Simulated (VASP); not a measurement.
# InPd (Pm-3m) in VASP: notebook

The runs below take InPd through electric field gradients, with LDA.

Everything below comes from runs of VASP 6.6.1. Logs are shortened: lines on timing, memory, paths and dates and some standing lists are left out, and cuts for length are marked.

## 1. The cell of the first run

It takes space group Pm-3m (No. 221, cubic). The conventional cell has a = 3.272 Å, b = 3.272 Å, c = 3.272 Å, α = 90.00°, β = 90.00°, γ = 90.00°. In (site symmetry m-3m) has 8 Pd at 2.83 Å and 6 In at 3.27 Å within 3.7 Å. Within 3.7 Å of Pd (site symmetry m-3m) lie 8 In at 2.83 Å and 6 Pd at 3.27 Å.

## 2. Electric field gradients, LDA

INCAR reads:

```
ALGO = Normal
EDIFF = 1E-8
ENCUT = 520
ISIF = 2
ISMEAR = -1
LASPH = T
LCHARG = F
LEFG = T
LREAL = F
LWAVE = F
NBANDS = 18
NELM = 80
PREC = Accurate
SIGMA = 0.03
```

KPOINTS reads:

```
k-points
0
Gamma
  13 13 13
```

POSCAR reads:

```
InPd
1.0
    3.2718847800      0.0000000000      0.0000000000
    0.0000000000      3.2718847800      0.0000000000
    0.0000000000      0.0000000000      3.2718847800
In Pd
1 1
Direct
    0.0000000000      0.0000000000      0.0000000000
    0.5000000000      0.5000000000      0.5000000000
```

Potentials or basis: VASP PAW LDA potentials, release 64 (In_d, Pd).

On the command line:

```
cat potpaw_LDA.64/In_d/POTCAR potpaw_LDA.64/Pd/POTCAR > POTCAR
mpirun -np 1 vasp_std > vasp.out
```

OUTCAR:

```text
EDIFF = 1E-8
   ENCUT = 520
   ISIF = 2
   ISMEAR = -1
   LASPH = T
   LREAL = F
   NELM = 80
   PREC = Accurate

 ion  position               nearest neighbor table
   1  0.000  0.000  0.000-   2 2.83   2 2.83   2 2.83   2 2.83   2 2.83   2 2.83   2 2.83   2 2.83

   2  0.500  0.500  0.500-   1 2.83   1 2.83   1 2.83   1 2.83   1 2.83   1 2.83   1 2.83   1 2.83

  LATTYP: Found a simple cubic cell.
 ALAT       =     3.2718847800

  Lattice vectors:

 A1 = (   3.2718847800,   0.0000000000,   0.0000000000)
 A2 = (   0.0000000000,   3.2718847800,   0.0000000000)
 A3 = (   0.0000000000,   0.0000000000,   3.2718847800)

Analysis of symmetry for initial positions (statically):
=====================================================================
 Subroutine PRICEL returns:
 Original cell was already a primitive cell.

 Routine SETGRP: Setting up the symmetry group for a
 simple cubic supercell.

 Subroutine GETGRP returns: Found 48 space group operations
[... 9 lines left out ...]

 Routine SETGRP: Setting up the symmetry group for a
 simple cubic supercell.

 Subroutine GETGRP returns: Found 48 space group operations
[... 11 lines left out ...]
                                     Primitive cell

  volume of cell :      35.0263

  direct lattice vectors                    reciprocal lattice vectors
     3.271884780  0.000000000  0.000000000     0.305634234  0.000000000  0.000000000
     0.000000000  3.271884780  0.000000000     0.000000000  0.305634234  0.000000000
     0.000000000  0.000000000  3.271884780     0.000000000  0.000000000  0.305634234

  length of vectors
     3.271884780  3.271884780  3.271884780     0.305634234  0.305634234  0.305634234

  position of ions in fractional coordinates (direct lattice)
     0.000000000  0.000000000  0.000000000
     0.500000000  0.500000000  0.500000000

  ion indices of the primitive-cell ions
   primitive index   ion index
                 1           1
                 2           2

----------------------------------------------------------------------------------------

 KPOINTS: k-points

Automatic generation of k-mesh.
 Grid dimensions read from file:
 generate k-points for:   13   13   13

 Generating k-lattice:

  Cartesian coordinates                     Fractional coordinates (reciprocal lattice)
     0.023510326  0.000000000  0.000000000     0.076923077  0.000000000  0.000000000
     0.000000000  0.023510326  0.000000000     0.000000000  0.076923077  0.000000000
     0.000000000  0.000000000  0.023510326     0.000000000  0.000000000  0.076923077

  Length of vectors
     0.023510326  0.023510326  0.023510326

  Shift w.r.t. Gamma in fractional coordinates (k-lattice)
     0.000000000  0.000000000  0.000000000

 Subroutine IBZKPT returns following result:
 ===========================================

 Found     84 irreducible k-points:

 Following reciprocal coordinates:
            Coordinates               Weight
  0.000000  0.000000  0.000000      1.000000
  0.076923  0.000000  0.000000      6.000000
  0.153846  0.000000  0.000000      6.000000
  0.230769  0.000000  0.000000      6.000000
  0.307692  0.000000  0.000000      6.000000
  0.384615  0.000000  0.000000      6.000000
[... 16 lines left out ...]
  0.307692  0.307692  0.000000     12.000000
  0.384615  0.307692  0.000000     24.000000
 [... further k-points ...]
   k-points           NKPTS =     84   k-points in BZ     NKDIM =     84   number of bands    NBANDS=     18
   number of dos      NEDOS =    301   number of ions     NIONS =      2
   total plane-waves  NPLWV =  13824
   dimension x,y,z NGX =    24 NGY =   24 NGZ =   24
   dimension x,y,z NGXF=    48 NGYF=   48 NGZF=   48
   ions per type =               1   1
   NGX,Y,Z   is equivalent  to a cutoff of  12.19, 12.19, 12.19 a.u.
   NGXF,Y,Z  is equivalent  to a cutoff of  24.39, 24.39, 24.39 a.u.
 SYSTEM =  unknown system
   PREC   = accura    normal or accurate (medium, high low for compatibility)
   ISTART =      0    job   : 0-new  1-cont  2-samecut
   ICHARG =      2    charge: 1-file 2-atom 10-const
   ISPIN  =      1    spin polarized calculation?
   LNONCOLLINEAR =      F non collinear calculations
   LSORBIT =      F    spin-orbit coupling
   LASPH  =      T    aspherical Exc in radial PAW
   ENCUT  =  520.0 eV  38.22 Ry    6.18 a.u.   6.08  6.08  6.08*2*pi/ulx,y,z
   NELM   =     80;   NELMIN=  2; NELMDL= -5     # of ELM steps
   EDIFF  = 0.1E-07   stopping-criterion for ELM
   LREAL  =      F    real-space projection
   EDIFFG = 0.1E-06   stopping-criterion for IOM
   NSW    =      0    number of steps for IOM
   IBRION =     -1    ionic relax: 0-MD 1-quasi-New 2-CG
   NFREE  =      0    steps in history (QN), initial steepest desc. (CG)
   ISIF   =      2    stress and relaxation
   ISYM   =      2    0-nonsym 1-usesym 2-fastsym
   POTIM  = 0.5000    time-step for ionic-motion
   TEBEG  =    0.0;   TEEND  =   0.0 temperature during run
   PSTRESS=    0.0 pullay stress
   NELECT =      23.0000    total number of electrons
   NUPDOWN=      -1.0000    fix difference up-down
   EMIN   =  10.00;   EMAX   =-10.00  energy-range for DOS
   EFERMI =   0.00;   METHOD = LEGACY
   ISMEAR =    -1;   SIGMA  =   0.03  broadening in eV -4-tet -1-fermi 0-gaus
   EFERMI_NEDOS =   21; number of points for ismear=-14 and -15
   IALGO  =     38    algorithm
   IMIX   =      4    mixing-type and parameters
     AMIX     =   0.40;   BMIX     =  1.00
     AMIX_MAG =   1.60;   BMIX_MAG =  1.00
  volume/ion in A,a.u.               =      17.51       118.18
  Fermi-wavevector in a.u.,A,eV,Ry     =   1.422938  2.688964 27.548447  2.024754
  Thomas-Fermi vector in A             =   2.543589
   LORBIT       =      0    0 simple, 1 ext, 2 COOP (PROOUT), +10 PAW based schemes
   GGA     = CA    functional components
   LHFCALC =     F    Hartree Fock is set to
   AEXX    =    0.0000 exact exchange contribution
   IVDW    =     0    specifies the selected vdW correction
   LEPSILON=     F    determine dielectric tensor
   LRPA    =     F    only Hartree local field effects (RPA)
 non-spin polarized calculation
  energy-cutoff  :      520.00
  volume of cell :       35.03
 maximum number of plane-waves:       957
   NGX = 13   NGY = 13   NGZ = 13

 number of electron      22.9999997 magnetization

 Free energy of the ion-electron system (eV)
  ---------------------------------------------------
  ext. energy  EPLUGINS =         0.00000000
  ---------------------------------------------------
  free energy    TOTEN  =       -10.76412043 eV

  energy without entropy =      -10.76097951  energy(sigma->0) =      -10.76254997

 E-fermi :  10.2821     XC(G=0): -12.5385

 val. band max:       10.2581651305   @ k =   0.3077   0.1538   0.0000
 cond. band min:      10.3131381949   @ k =   0.3846   0.3077   0.1538
 fundamental gap:      0.0549730644
 Fermi energy:        10.2820877550

 k-point     1 :       0.0000    0.0000    0.0000
  band No.  band energies     occupation
      1      -4.6434      2.00000
      2      -4.6434      2.00000
      3      -4.2311      2.00000
      4      -4.2311      2.00000
      5      -4.2311      2.00000
      6       0.1169      2.00000
[... 10 lines left out ...]
     17      20.9289      0.00000
     18      26.2629      0.00000

 k-point     2 :       0.0769    0.0000    0.0000
  band No.  band energies     occupation
      1      -4.6400      2.00000
      2      -4.6229      2.00000
      3      -4.2373      2.00000
      4      -4.2373      2.00000
      5      -4.2292      2.00000
      6       0.2109      2.00000
[... 10 lines left out ...]
     17      21.4254      0.00000
     18      26.0736      0.00000

 k-point     3 :       0.1538    0.0000    0.0000
  band No.  band energies     occupation
      1      -4.6306      2.00000
      2      -4.5662      2.00000
      3      -4.2545      2.00000
      4      -4.2545      2.00000
      5      -4.2239      2.00000
      6       0.4924      2.00000
[... 10 lines left out ...]
     17      23.0378      0.00000
     18      25.5535      0.00000

 k-point     4 :       0.2308    0.0000    0.0000
  band No.  band energies     occupation
      1      -4.6173      2.00000
      2      -4.4866      2.00000
      3      -4.2787      2.00000
      4      -4.2787      2.00000
      5      -4.2165      2.00000
      6       0.9588      2.00000
[... 375 lines left out ...]
      4      -4.2764      2.00000
      5      -4.2006      2.00000
      6       3.6215      2.00000
[... 10 lines left out ...]
     17      22.1056      0.00000
     18      22.5752      0.00000

 k-point    23 :       0.3077    0.3077    0.0000
  band No.  band energies     occupation
      1      -4.4974      2.00000
      2      -4.4499      2.00000
      3      -4.3273      2.00000
      4      -4.3000      2.00000
      5      -4.2350      2.00000
      6       2.8308      2.00000
[... 10 lines left out ...]
     17      22.9920      0.00000
     18      23.9768      0.00000

 k-point    24 :       0.3846    0.3077    0.0000
  band No.  band energies     occupation
      1      -4.4929      2.00000
      2      -4.4806      2.00000
      3      -4.3466      2.00000
      4      -4.3134      2.00000
      5      -4.1698      2.00000
      6       3.3732      2.00000
[... 10 lines left out ...]
     17      22.4927      0.00000
     18      23.2809      0.00000

 [... further k-points ...]
[... 5 lines left out ...]
  --------------------------------------------------------------------------------------
  -------------------------------------------------------------------------------------
  Total       -1.4338618     -1.4338618     -1.4338618     -0.0000000     -0.0000000     -0.0000000
  in kB      -65.5879206    -65.5879206    -65.5879206     -0.0000000     -0.0000000     -0.0000000
  external PRESSURE =     -65.5879206 kB  Pullay stress =       0.0000000 kB

 VOLUME and BASIS-vectors are now :
 -----------------------------------------------------------------------------
  energy-cutoff  :      520.00
  volume of cell :       35.03
      direct lattice vectors                 reciprocal lattice vectors
     3.271884780  0.000000000  0.000000000     0.305634234  0.000000000  0.000000000
     0.000000000  3.271884780  0.000000000     0.000000000  0.305634234  0.000000000
     0.000000000  0.000000000  3.271884780     0.000000000  0.000000000  0.305634234

 POSITION                                       TOTAL-FORCE (eV/Angst)
 -----------------------------------------------------------------------------------
      0.00000      0.00000      0.00000         0.000000      0.000000      0.000000
      1.63594      1.63594      1.63594         0.000000      0.000000      0.000000
 -----------------------------------------------------------------------------------
    total drift:                                0.000000      0.000000     -0.000000

  FREE ENERGIE OF THE ION-ELECTRON SYSTEM (eV)
  ---------------------------------------------------
  free  energy   TOTEN  =       -10.7641204301 eV

  energy  without entropy=      -10.7609795132  energy(sigma->0) =      -10.76254997

 Electric field gradients (V/A^2)
---------------------------------------------------------------------
 ion       V_xx      V_yy      V_zz      V_xy      V_xz      V_yz
---------------------------------------------------------------------
   1       0.000     0.000     0.000     0.000     0.000     0.000
   2       0.000     0.000    -0.000     0.000     0.000     0.000
---------------------------------------------------------------------

 Electric field gradients after diagonalization (V/A^2)
 (convention: |V_zz| > |V_xx| > |V_yy|)
----------------------------------------------------------------------
 ion       V_xx      V_yy      V_zz     asymmetry (V_yy - V_xx)/ V_zz
----------------------------------------------------------------------
   1       0.000     0.000     0.000      -0.002
   2       0.000    -0.000     0.000      -1.484
----------------------------------------------------------------------

           NMR quadrupolar parameters

 Cq : quadrupolar parameter    Cq=e*Q*V_zz/h
 eta: asymmetry parameters     (V_yy - V_xx)/ V_zz
 Q  : nuclear electric quadrupole moment in mb (millibarn)
----------------------------------------------------------------------
 ion       Cq(MHz)       eta       Q (mb)
----------------------------------------------------------------------
   1       0.000      -0.002       1.000
   2       0.000      -1.484       1.000
----------------------------------------------------------------------
```

Wall time 43 s (1 thread of AMD EPYC 7R43 (Zen 3), shared host); peak memory 0.12 GiB.

What came out:

```
Free energy : -10.7641 eV
Pressure    : -6.6 GPa
```

Levels at points of the mesh, in eV from the Fermi level:
| k point | band 9 | band 10 | band 11 | band 12 | band 13 | band 14 |
| --- | --- | --- | --- | --- | --- | --- |
| (0.00, 0.00, 0.00) | -2.33 | -2.33 | -2.33 | 4.08 | 4.08 | 4.08 |

Caveat: without QUAD_EFG the Cq values of the log hold for a quadrupole moment of 1 mb, not for the nuclei; spin-orbit coupling is left out, which moves the levels of the heavy elements.

[end of part 1 of 3]
